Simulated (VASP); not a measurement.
The system is Si.

```
Si
1.0
     0.00000    2.71500    2.71500
     2.71500    0.00000    2.71500
     2.71500    2.71500    0.00000
Si
2
Cartesian
  0.0000 0.0000 0.0000
  1.3575 1.3575 1.3575
```

| Property | Result |
| --- | --- |
| Program | VASP 6.6.1 |
| Task | relaxation of cell and atoms |
| Functional | PBE |
| Potentials or basis | VASP PAW PBE potentials, release 64 (Si) |
| Cutoff | 600 eV |
| k mesh | 12 × 12 × 12 |
| Occupations | gaussian, width 0.03 eV |
| Spin | no spin polarisation |

At the start: pressure 2.0 GPa; volume 20.01 Å³/atom.

Question: How do energy, volume and symmetry change on relaxing?

Answer: Over 3 steps the energy falls by 2.6 meV/atom and the volume is 20.44 Å³/atom (+2.1 %); space group Fd-3m (No. 227, to 0.05 Å).

Step by step:
```
step  energy change (eV)  largest force (eV/Å)  pressure (GPa)  volume (Å³)
   1              0.0000                0.0000            1.99        40.03
   2             -0.0029                0.0000           -1.24        41.48
   3             -0.0052                0.0000            0.01        40.89
```

Final structure:
```xyz
2
Lattice="0.0000 2.7343 2.7343 2.7343 0.0000 2.7343 2.7343 2.7343 0.0000" Properties=species:S:1:pos:R:3 pbc="T T T"
Si    0.0000    0.0000    0.0000
Si    1.3671    1.3671    1.3671
```
